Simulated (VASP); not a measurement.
# Hf (I4/mmm) in VASP: further runs

The runs below take Hf through single point, with PBEsol.

Program: VASP 6.6.1. These are calculated values, not measurements. Logs are shortened: lines on timing, memory, paths and dates and some standing lists are left out, and cuts for length are marked.

### Step 1. The cell of the first run

It takes space group I4/mmm (No. 139, tetragonal). The conventional cell has a = 3.610 Å, b = 3.610 Å, c = 3.429 Å, α = 90.00°, β = 90.00°, γ = 90.00°. Within 4.0 Å of Hf (site symmetry 4/mmm) lie 14 Hf at 3.08 to 3.61 Å.

### Step 2. Single point, PBEsol (strain -0.0500 x Voigt [0, 0, 1, 0, 0, 0])

INCAR reads:

```
ALGO = Fast
EDIFF = 1E-6
ENCUT = 520
GGA = PS
ISIF = 2
ISMEAR = 0
LASPH = T
LCHARG = F
LREAL = F
LWAVE = F
NBANDS = 11
NELM = 100
PREC = Accurate
SIGMA = 0.15
```

KPOINTS reads:

```
k-points
0
Gamma
  18 18 18
```

POSCAR reads:

```
Hf
1.0
   -1.8050000000      1.8050000000      1.7147500000
    1.8050000000     -1.8050000000      1.7147500000
    1.8050000000      1.8050000000     -1.7147500000
Hf
1
Direct
    0.0000000000      0.0000000000      0.0000000000
```

Potentials or basis: VASP PAW PBE potentials, release 64 (Hf_pv).

Command:

```sh
$ cat potpaw_PBE.64/Hf_pv/POTCAR > POTCAR
$ mpirun -np 1 vasp_std > vasp.out
```

OUTCAR:

```text
EDIFF = 1E-6
   ENCUT = 520
   GGA = PS
   ISIF = 2
   ISMEAR = 0
   LASPH = T
   LREAL = F
   NELM = 100
   PREC = Accurate

 ion  position               nearest neighbor table
   1  0.000  0.000  0.000-

  LATTYP: Found a body centered tetragonal cell.
 ALAT       =     3.6100000000
 C/A-ratio  =     0.9500000000

  Lattice vectors:

 A1 = (  -1.8050000000,   1.8050000000,   1.7147500000)
 A2 = (   1.8050000000,  -1.8050000000,   1.7147500000)
 A3 = (   1.8050000000,   1.8050000000,  -1.7147500000)

Analysis of symmetry for initial positions (statically):
=====================================================================
 Subroutine PRICEL returns:
 Original cell was already a primitive cell.

 Routine SETGRP: Setting up the symmetry group for a
 body centered tetragonal supercell.

 Subroutine GETGRP returns: Found 16 space group operations
 (whereof 16 operations were pure point group operations)
 out of a pool of 16 trial point group operations.

The static configuration has the point symmetry D_4h.

Analysis of symmetry for dynamics (positions and initial velocities):
=====================================================================
 Subroutine PRICEL returns:
 Original cell was already a primitive cell.

 Routine SETGRP: Setting up the symmetry group for a
 body centered tetragonal supercell.

 Subroutine GETGRP returns: Found 16 space group operations
 (whereof 16 operations were pure point group operations)
 out of a pool of 16 trial point group operations.

The dynamic configuration has the point symmetry D_4h.

 Subroutine INISYM returns: Found 16 space group operations
 (whereof 16 operations are pure point group operations),
 and found     1 'primitive' translations

----------------------------------------------------------------------------------------

                                     Primitive cell

  volume of cell :      22.3468

  direct lattice vectors                    reciprocal lattice vectors
    -1.805000000  1.805000000  1.714750000     0.000000000  0.277008310  0.291587695
     1.805000000 -1.805000000  1.714750000     0.277008310  0.000000000  0.291587695
     1.805000000  1.805000000 -1.714750000     0.277008310  0.277008310  0.000000000

  length of vectors
     3.075128869  3.075128869  3.075128869     0.402190238  0.402190238  0.391748909

  position of ions in fractional coordinates (direct lattice)
     0.000000000  0.000000000  0.000000000

  ion indices of the primitive-cell ions
   primitive index   ion index
                 1           1

----------------------------------------------------------------------------------------

 KPOINTS: k-points

Automatic generation of k-mesh.
 Grid dimensions read from file:
 generate k-points for:   18   18   18

 Generating k-lattice:

  Cartesian coordinates                     Fractional coordinates (reciprocal lattice)
     0.000000000  0.015389351  0.016199316     0.055555556  0.000000000 -0.000000000
     0.015389351  0.000000000  0.016199316     0.000000000  0.055555556 -0.000000000
     0.015389351  0.015389351  0.000000000     0.000000000  0.000000000  0.055555556

  Length of vectors
     0.022343902  0.022343902  0.021763828

  Shift w.r.t. Gamma in fractional coordinates (k-lattice)
     0.000000000  0.000000000  0.000000000

 Subroutine IBZKPT returns following result:
 ===========================================

 Found    480 irreducible k-points:

 Following reciprocal coordinates:
            Coordinates               Weight
  0.000000  0.000000  0.000000      1.000000
  0.055556  0.000000 -0.000000      8.000000
  0.111111  0.000000 -0.000000      8.000000
  0.166667  0.000000  0.000000      8.000000
  0.222222 -0.000000  0.000000      8.000000
  0.277778  0.000000  0.000000      8.000000
[... 16 lines left out ...]
 -0.277778  0.055556  0.000000     16.000000
 -0.222222  0.055556 -0.000000     16.000000
 [... further k-points ...]
   k-points           NKPTS =    480   k-points in BZ     NKDIM =    480   number of bands    NBANDS=     11
   number of dos      NEDOS =    301   number of ions     NIONS =      1
   total plane-waves  NPLWV =  13824
   dimension x,y,z NGX =    24 NGY =   24 NGZ =   24
   dimension x,y,z NGXF=    48 NGYF=   48 NGZF=   48
   ions per type =               1
   NGX,Y,Z   is equivalent  to a cutoff of  12.97, 12.97, 12.97 a.u.
   NGXF,Y,Z  is equivalent  to a cutoff of  25.95, 25.95, 25.95 a.u.
 SYSTEM =  unknown system
   PREC   = accura    normal or accurate (medium, high low for compatibility)
   ISTART =      0    job   : 0-new  1-cont  2-samecut
   ICHARG =      2    charge: 1-file 2-atom 10-const
   ISPIN  =      1    spin polarized calculation?
   LNONCOLLINEAR =      F non collinear calculations
   LSORBIT =      F    spin-orbit coupling
   LASPH  =      T    aspherical Exc in radial PAW
   ENCUT  =  520.0 eV  38.22 Ry    6.18 a.u.   5.72  5.72  5.72*2*pi/ulx,y,z
   NELM   =    100;   NELMIN=  2; NELMDL= -5     # of ELM steps
   EDIFF  = 0.1E-05   stopping-criterion for ELM
   LREAL  =      F    real-space projection
   EDIFFG = 0.1E-04   stopping-criterion for IOM
   NSW    =      0    number of steps for IOM
   IBRION =     -1    ionic relax: 0-MD 1-quasi-New 2-CG
   NFREE  =      0    steps in history (QN), initial steepest desc. (CG)
   ISIF   =      2    stress and relaxation
   ISYM   =      2    0-nonsym 1-usesym 2-fastsym
   POTIM  = 0.5000    time-step for ionic-motion
   TEBEG  =    0.0;   TEEND  =   0.0 temperature during run
   PSTRESS=    0.0 pullay stress
   NELECT =      10.0000    total number of electrons
   NUPDOWN=      -1.0000    fix difference up-down
   EMIN   =  10.00;   EMAX   =-10.00  energy-range for DOS
   EFERMI =   0.00;   METHOD = LEGACY
   ISMEAR =     0;   SIGMA  =   0.15  broadening in eV -4-tet -1-fermi 0-gaus
   EFERMI_NEDOS =   21; number of points for ismear=-14 and -15
   IALGO  =     68    algorithm
   IMIX   =      4    mixing-type and parameters
     AMIX     =   0.40;   BMIX     =  1.00
     AMIX_MAG =   1.60;   BMIX_MAG =  1.00
  volume/ion in A,a.u.               =      22.35       150.80
  Fermi-wavevector in a.u.,A,eV,Ry     =   1.252189  2.366293 21.333614  1.567976
  Thomas-Fermi vector in A             =   2.386101
   LORBIT       =      0    0 simple, 1 ext, 2 COOP (PROOUT), +10 PAW based schemes
   GGA     = PS    functional components
   LHFCALC =     F    Hartree Fock is set to
   AEXX    =    0.0000 exact exchange contribution
   IVDW    =     0    specifies the selected vdW correction
   LEPSILON=     F    determine dielectric tensor
   LRPA    =     F    only Hartree local field effects (RPA)
 non-spin polarized calculation
 RMM-DIIS sequential band-by-band and
 Gauss-broadening in eV      SIGMA  =   0.15
  energy-cutoff  :      520.00
  volume of cell :       22.35
 maximum number of plane-waves:       619
   NGX = 11   NGY = 11   NGZ = 11

 number of electron      10.0000000 magnetization

 Free energy of the ion-electron system (eV)
  ---------------------------------------------------
  ext. energy  EPLUGINS =         0.00000000
  ---------------------------------------------------
  free energy    TOTEN  =       -10.33189090 eV

  energy without entropy =      -10.30959807  energy(sigma->0) =      -10.32074448

 E-fermi :   4.4301     XC(G=0): -11.3959

 val. band max:        4.4278278472   @ k =  -0.2778  -0.3333   0.0556
 cond. band min:       4.4302990389   @ k =   0.2778   0.1111   0.0556
 fundamental gap:      0.0024711917
 Fermi energy:         4.4301474743

 k-point     1 :       0.0000    0.0000    0.0000
  band No.  band energies     occupation
      1     -25.3588      2.00000
      2     -25.3588      2.00000
      3     -25.3545      2.00000
      4      -2.6233      2.00000
      5       5.5654      0.00000
      6       6.1499      0.00000
      7       6.1499      0.00000
      8       8.3019      0.00000
      9       9.1141      0.00000
     10      17.4951      0.00000
     11      17.4951      0.00000

 k-point     2 :       0.0556    0.0000   -0.0000
  band No.  band energies     occupation
      1     -25.3835      2.00000
      2     -25.3674      2.00000
      3     -25.3572      2.00000
      4      -2.5060      2.00000
      5       5.5725      0.00000
      6       6.1108      0.00000
      7       6.1682      0.00000
      8       8.2822      0.00000
      9       9.0027      0.00000
     10      17.7168      0.00000
     11      17.7219      0.00000

 k-point     3 :       0.1111    0.0000   -0.0000
  band No.  band energies     occupation
      1     -25.4597      2.00000
      2     -25.3920      2.00000
      3     -25.3591      2.00000
      4      -2.1636      2.00000
      5       5.4584      0.00000
      6       5.9577      0.00000
      7       6.3788      0.00000
      8       8.2341      0.00000
      9       8.8025      0.00000
     10      18.1740      0.00000
     11      18.3566      0.00000

 k-point     4 :       0.1667    0.0000    0.0000
  band No.  band energies     occupation
      1     -25.5746      2.00000
      2     -25.4296      2.00000
      3     -25.3618      2.00000
      4      -1.6263      2.00000
      5       5.1710      0.00000
      6       5.6420      0.00000
      7       6.8807      0.00000
      8       8.2288      0.00000
      9       8.7037      0.00000
     10      18.4559      0.00000
     11      19.2499      0.00000

 k-point     5 :       0.2222   -0.0000    0.0000
  band No.  band energies     occupation
      1     -25.7123      2.00000
      2     -25.4753      2.00000
      3     -25.3651      2.00000
      4      -0.9489      2.00000
      5       4.8154      0.00028
      6       5.2294      0.00000
      7       7.6144      0.00000
      8       8.3414      0.00000
      9       8.7394      0.00000
     10      17.6580      0.00000
     11      18.1686      0.00000
[... 211 lines left out ...]
 k-point    21 :      -0.3889    0.0556   -0.0000
  band No.  band energies     occupation
      1     -26.0373      2.00000
      2     -25.5924      2.00000
      3     -25.3812      2.00000
      4       0.7272      2.00000
      5       4.0450      1.99972
      6       4.7766      0.00109
      7       8.7230      0.00000
      8       9.2431      0.00000
      9      10.2779      0.00000
     10      15.7230      0.00000
     11      16.9667      0.00000

 k-point    22 :      -0.3333    0.0556   -0.0000
  band No.  band energies     occupation
      1     -25.9219      2.00000
      2     -25.5491      2.00000
      3     -25.3775      2.00000
      4       0.1763      2.00000
      5       4.3076      1.75205
      6       4.7364      0.00389
      7       8.4968      0.00000
      8       9.0371      0.00000
      9       9.2268      0.00000
     10      16.6479      0.00000
     11      18.3295      0.00000

 k-point    23 :      -0.2778    0.0556    0.0000
  band No.  band energies     occupation
      1     -25.7883      2.00000
      2     -25.4994      2.00000
      3     -25.3735      2.00000
      4      -0.5304      2.00000
      5       4.6274      0.06287
      6       4.9933      0.00000
      7       8.0846      0.00000
      8       8.3364      0.00000
      9       8.9674      0.00000
     10      17.5947      0.00000
     11      17.7532      0.00000

 k-point    24 :      -0.2222    0.0556   -0.0000
  band No.  band energies     occupation
      1     -25.6518      2.00000
      2     -25.4493      2.00000
      3     -25.3698      2.00000
      4      -1.2437      2.00000
      5       4.9751      0.00000
      6       5.3954      0.00000
      7       7.3640      0.00000
      8       8.0172      0.00000
      9       8.9258      0.00000
     10      18.4249      0.00000
     11      19.0112      0.00000

 [... further k-points ...]

------------------------ aborting loop because EDIFF is reached ----------------------------------------

  FORCE on cell =-STRESS in cart. coord.  units (eV):
  Direction    XX          YY          ZZ          XY          YZ          ZX
  --------------------------------------------------------------------------------------
  -------------------------------------------------------------------------------------
  Total       -0.5551273     -0.5551273     -0.9432066      0.0000000     -0.0000000      0.0000000
  in kB      -39.8004457    -39.8004457    -67.6242099      0.0000000     -0.0000000      0.0000000
  external PRESSURE =     -49.0750338 kB  Pullay stress =       0.0000000 kB

 VOLUME and BASIS-vectors are now :
 -----------------------------------------------------------------------------
  energy-cutoff  :      520.00
  volume of cell :       22.35
      direct lattice vectors                 reciprocal lattice vectors
    -1.805000000  1.805000000  1.714750000     0.000000000  0.277008310  0.291587695
     1.805000000 -1.805000000  1.714750000     0.277008310  0.000000000  0.291587695
     1.805000000  1.805000000 -1.714750000     0.277008310  0.277008310  0.000000000

 POSITION                                       TOTAL-FORCE (eV/Angst)
 -----------------------------------------------------------------------------------
      0.00000      0.00000      0.00000         0.000000     -0.000000      0.000000
 -----------------------------------------------------------------------------------
    total drift:                               -0.000000      0.000000      0.000000

  FREE ENERGIE OF THE ION-ELECTRON SYSTEM (eV)
  ---------------------------------------------------
  free  energy   TOTEN  =       -10.3318908950 eV

  energy  without entropy=      -10.3095980673  energy(sigma->0) =      -10.32074448
```

Run time: 2.2 min. Hardware: 1 thread of Intel Xeon 8259CL, shared host; peak memory 0.24 GiB.

Results:

```
Free energy            : -10.3319 eV
Pressure               : -4.9 GPa
Band gap on the k mesh : zero (bands 5 and 6 overlap by 2.07 eV)
```

Caveat: the cell differs from its parent crystal (strain -0.0500 x Voigt [0, 0, 1, 0, 0, 0]); the cell stands under tension; the PAW data sets were made with another functional, which shifts forces and pressure a little; spin-orbit coupling is left out, which moves the levels of the heavy elements.

(Continued in part 2 of 2.)
